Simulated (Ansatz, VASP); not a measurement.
**CoO in VASP and in Ansatz**

```
CELL_PARAMETERS angstrom
0.00000 2.12900 2.12900
2.12900 0.00000 2.12900
2.12900 2.12900 0.00000
ATOMIC_POSITIONS crystal
O 0.50000 0.50000 0.50000
Co 0.00000 0.00000 0.00000
```

Alike in both runs: task single point; functional PBE; k mesh 8 × 8 × 8; occupations tetrahedron; collinear spin; Hubbard terms Co d U = 3.32 eV.

|  | VASP | Ansatz |
| --- | --- | --- |
| version | VASP 6.6.1 | Ansatz 0.2.0 |
| potentials or method | VASP PAW PBE potentials, release 64 (O, Co_sv), cutoff 700 eV | PAW, plane waves, scalar-relativistic |
| valence electrons in the cell | 23 | 23 |

Ansatz gave:

```
pressure (GPa)                                                : 1.9
net moment per atom (μB)                                      : 1.49
size of the moment on the site where the two differ most (μB) : 2.58
```

What did VASP give for the same quantities?

Pressure (GPa): -0.4; net moment per atom (μB): 1.50; size of the moment on the site where the two differ most (μB): 2.69.

Site moments also hang on the region over which each program counts them. The programs project onto different local orbitals, so the same U acts differently, and such runs can settle in different states. Ansatz's warnings: band table not solved further, filled band counts differ across k points, stability check not made, tetrahedron derivatives may miss energy slope.
